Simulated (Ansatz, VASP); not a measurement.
# One calculation of BaO, two programs

Contents of INCAR:

```
ALGO = Normal
EDIFF = 1E-6
ENCUT = 600
GGA = PE
GGA_COMPAT = F
ISIF = 2
ISMEAR = 0
LASPH = T
LCHARG = F
LREAL = F
LWAVE = F
NBANDS = 15
NELM = 120
PREC = Accurate
SIGMA = 0.1
```

The input KPOINTS:

```
k-points
0
Gamma
  6 6 6
```

The input POSCAR:

```
BaO
1.0
    0.0000000000      2.8753253551      2.8753253551
    2.8753253551      0.0000000000      2.8753253551
    2.8753253551      2.8753253551      0.0000000000
Ba O
1 1
Direct
    0.0000000000      0.0000000000      0.0000000000
    0.5000000000      0.5000000000      0.5000000000
```

Input for Ansatz:

```yaml
crystal:
  lattice:
    - [0.0, 2.8753253551, 2.8753253551]
    - [2.8753253551, 0.0, 2.8753253551]
    - [2.8753253551, 2.8753253551, 0.0]
  atoms:
    - { symbol: Ba, position: [0.0, 0.0, 0.0] }
    - { symbol: O, position: [0.5, 0.5, 0.5] }
basis:
  ecutwfc: 420
kpoints:
  mp_grid: { grid: [6, 6, 6] }
hamiltonian:
  xc: pbe
scf:
  occupations: { method: gaussian, width: 0.1 }
output:
  forces: true
  stress: true
  eigenvalues: true
```

Alike in both runs: task single point; functional PBE; k mesh 6 × 6 × 6; occupations gaussian, width 0.1 eV; no spin polarisation.

```csv
,VASP,Ansatz
version,VASP 6.6.1,Ansatz 0.2.0
potentials or method,"VASP PAW PBE potentials, release 64 (Ba_sv, O), cutoff 600 eV","scalar-relativistic, plane waves, PAW"
valence electrons in the cell,16,16
```

|  | VASP | Ansatz | Ansatz less VASP |
| --- | --- | --- | --- |
| gap on the k mesh at the Fermi level (eV) | 2.29 | 2.34 | +0.053 |
| least direct gap on the mesh (eV) | 2.29 | 2.34 | +0.053 |
| pressure (GPa) | -4.2 | -5.2 | -1.03 |

The functional is the same, so the differences come from potentials, cutoffs and numerics.

Neither program's run includes spin-orbit coupling.
